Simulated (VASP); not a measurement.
Here is a VASP 6.6.1 calculation.

Contents of INCAR:

```
SYSTEM = InSb
PREC     = Accurate       ! precision mode
ENCUT    = 520            ! plane-wave cutoff, eV
EDIFF    = 1E-6           ! SCF threshold, eV
ISMEAR   = 0              ! smearing method
SIGMA    = 0.1            ! smearing width, eV
LREAL    = .FALSE.        ! projectors in reciprocal space
LASPH    = .TRUE.         ! aspherical terms in the spheres
NELM     = 60             ! most SCF steps
ALGO     = Normal         ! electronic algorithm
ISIF     = 2              ! what is computed and relaxed
LWAVE    = .FALSE.        ! write WAVECAR
LCHARG   = .TRUE.         ! write CHGCAR
GGA      = PE             ! functional
LELF     = .TRUE.         ! ELF
LVHAR    = .TRUE.       
NBANDS   = 46             ! bands
```

KPOINTS

```
regular mesh
0
G
  6 6 6
  0 0 0
```

File POSCAR:

```
InSb
1.0
    6.6332214156      0.0000000000      0.0000000000
    0.0000000000     -6.6332214156      0.0000000000
    0.0000000000      0.0000000000     -6.6332214156
In Sb
4 4
Direct
    0.0000000000      0.5000000000      0.5000000000
    0.5000000000      0.0000000000      0.5000000000
    0.5000000000      0.5000000000      0.0000000000
    0.0000000000      0.0000000000      0.0000000000
    0.2500000000      0.2500000000      0.2500000000
    0.7500000000      0.7500000000      0.2500000000
    0.7500000000      0.2500000000      0.7500000000
    0.2500000000      0.7500000000      0.7500000000
```

Potentials or basis: VASP PAW PBE potentials, release 64 (In_d, Sb).

The run is started by

```sh
$ cat potpaw_PBE.64/In_d/POTCAR potpaw_PBE.64/Sb/POTCAR > POTCAR
$ mpirun -np 1 vasp_std > vasp.out
```

**Question.** Estimate the pressure.

**Answer.** 0.0 GPa.

**Question.** What does it give for the band gap on the k mesh?

**Answer.** Zero (filled and empty bands touch).

Caveat: spin-orbit coupling is left out, which moves the levels of the heavy elements.
